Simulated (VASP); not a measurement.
Input of a VASP 6.6.1 run:

File INCAR:

```
SYSTEM = Ga3Se2
  PREC = Accurate
  ENCUT = 520
  EDIFF = 1E-7
  ISMEAR = 0
  SIGMA = 0.1
  LREAL = .FALSE.
  LASPH = .TRUE.
  NELM = 60
  ALGO = Normal
  ISIF = 2
  LWAVE = .FALSE.
  LCHARG = .TRUE.
  GGA = PE
  LELF = .TRUE.
  LVHAR = .TRUE.
  NBANDS = 34
```

The input KPOINTS:

```
regular mesh
0
G
  6 6 4
  0 0 0
```

The input POSCAR:

```
Ga3Se2
1.0
    4.8001290788      0.0000000000      0.0000000000
   -2.4000645394      4.1570337237      0.0000000000
    0.0000000000      0.0000000000      6.1951606445
Ga Se
3 2
Direct
    0.0000000000      0.0000000000      0.0000000000
    0.3333333333      0.6666666667      0.6863288157
    0.6666666667      0.3333333333      0.3136711843
    0.3333333333      0.6666666667      0.2492846169
    0.6666666667      0.3333333333      0.7507153831
```

Potentials or basis: VASP PAW PBE potentials, release 64 (Ga_d, Se).

Command:

```console
$ cat potpaw_PBE.64/Ga_d/POTCAR potpaw_PBE.64/Se/POTCAR > POTCAR
$ mpirun -np 1 vasp_std > vasp.out
```

(1) Predict the pressure.

(2) Predict the band gap on the k mesh.

## Answers

(1) 0.0 GPa.

(2) zero (an odd number of electrons rules out a gap without spin polarisation).
